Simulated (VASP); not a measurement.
A run of VASP 6.6.1:

File INCAR:

```
SYSTEM = Se
ALGO     = Normal         ! electronic algorithm
EDIFF    = 1E-6           ! SCF threshold, eV
ENCUT    = 520            ! plane-wave cutoff, eV
GGA      = PS             ! functional
ISIF     = 2              ! what is computed and relaxed
ISMEAR   = 0              ! smearing method
IVDW     = 12             ! dispersion correction
LASPH    = .True.         ! aspherical terms in the spheres
LCHARG   = .True.         ! write CHGCAR
LELF     = .True.         ! ELF
LREAL    = .False.        ! projectors in reciprocal space
LVHAR    = .True.       
LWAVE    = .False.        ! write WAVECAR
NBANDS   = 16             ! bands
NELM     = 80             ! most SCF steps
PREC     = Accurate       ! precision mode
SIGMA    = 0.03           ! smearing width, eV
```

KPOINTS

```
k-points
0
Gamma
  12 12 8
  0 0 0
```

POSCAR

```
Se
1.0
    4.0753478870      0.0000000000      0.0000000000
   -2.0376739435      3.5293547994      0.0000000000
    0.0000000000      0.0000000000      4.6719788176
Se
3
Direct
    0.1967354469      0.0000000000      0.3333333333
    0.0000000000      0.1967354469      0.6666666667
    0.8032645531      0.8032645531      0.0000000000
```

Potentials or basis: VASP PAW PBE potentials, release 64 (Se).

Run with:

```console
$ cat potpaw_PBE.64/Se/POTCAR > POTCAR
$ mpirun -np 1 vasp_std > vasp.out
```

Hardware: 1 thread of Oxide Virtual Turin-like Processor (shared host).

Q: How long does it take, and how much memory?

A: Wall time 110 s on 1 thread of Oxide Virtual Turin-like Processor (shared host), peak memory 0.22 GiB. Counts: scf iterations 12, k points 131.
